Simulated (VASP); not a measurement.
The system is SnH2.

```
Sn H
1.0
    -1.94867    1.94867    2.53374
     1.94867   -1.94867    2.53374
     1.94867    1.94867   -2.53374
Sn H
1 2
Direct
  0.00000 0.00000 0.00000
  0.75000 0.25000 0.50000
  0.25000 0.75000 0.50000
```

| Quantity | Value |
| --- | --- |
| Program | VASP 6.6.1 |
| Task | relaxation of cell and atoms |
| Functional | PBE |
| Potentials or basis | VASP PAW PBE potentials, release 64 (Sn_d, H) |
| Cutoff | 600 eV |
| k mesh | 16 × 16 × 16 |
| Occupations | gaussian, width 0.1 eV |
| Spin | no spin polarisation |

At the start: pressure 0.2 GPa; volume 12.83 Å³/atom.

Question: How do energy, volume and symmetry change on relaxing?

Answer: Over 10 steps the energy falls by 2.2 meV/atom and the volume is 13.01 Å³/atom (+1.4 %); space group I4/mmm (No. 139, to 0.1 Å) before, Fm-3m (No. 225, to 0.1 Å).

Step by step:
```tsv
step	energy change (eV)	largest force (eV/Å)	pressure (GPa)	volume (Å³)
1	0.0000	0.0000	0.22	38.49
2	-0.0004	0.0000	0.12	38.58
3	-0.0015	0.0000	-0.10	38.88
4	-0.0022	0.0000	-0.62	39.47
5	-0.0025	0.0000	-0.62	39.48
6	-0.0031	0.0000	-0.63	39.51
7	-0.0042	0.0000	-0.67	39.57
8	-0.0049	0.0000	-0.75	39.67
9	-0.0062	0.0000	-0.37	39.31
10	-0.0066	0.0000	-0.05	39.02
```

Final structure:
```
Sn H
1.0
    -1.90266    1.90266    2.69477
     1.90266   -1.90266    2.69477
     1.90266    1.90266   -2.69477
Sn H
1 2
Cartesian
  1.9027 -1.9027 2.6948
  0.0000 1.9027 1.3474
  1.9027 0.0000 1.3474
```
